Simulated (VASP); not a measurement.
Mn, 2 atoms in the cell. It takes space group Im-3m (No. 229, cubic). The conventional cell has a = 2.790 Å, b = 2.790 Å, c = 2.790 Å, α = 90.00°, β = 90.00°, γ = 90.00°. Within 3.2 Å of Mn (site symmetry m-3m) lie 14 Mn at 2.42 to 2.79 Å. This isn't the form of Mn at room conditions, which is a 58-atom cubic cell.

- Program: VASP 6.6.1
- Task: single point
- Functional: r2SCAN
- Potentials or basis: VASP PAW PBE potentials, release 64 (Mn_pv)
- Cutoff: 520 eV
- k mesh: 20 × 20 × 10
- Occupations: gaussian, width 0.05 eV
- Spin: collinear spin, antiferromagnetic start
- Starting moments: [3.5, -3.5] μB
- Dipole correction: no
- Further INCAR settings: ALGO = Normal; EDIFF = 1e-06; NBANDS = 24

Potentials or basis: VASP PAW PBE potentials, release 64 (Mn_pv).

The run is started by

```console
$ cat potpaw_PBE.64/Mn_pv/POTCAR > POTCAR
$ cp INCAR.step1 INCAR
$ mpirun -np 1 vasp_std > vasp.out
$ cp INCAR.step2 INCAR
$ mpirun -np 1 vasp_std > vasp.out
```

Hardware: 1 thread of Intel(R) Xeon(R) 6975P-C (Granite Rapids) (shared host).

Q: Estimate the wall time of this run.

A: Run time: 14 min on 1 thread of Intel(R) Xeon(R) 6975P-C (Granite Rapids), on a shared host, peak memory 0.26 GiB. Counts: k points 146.
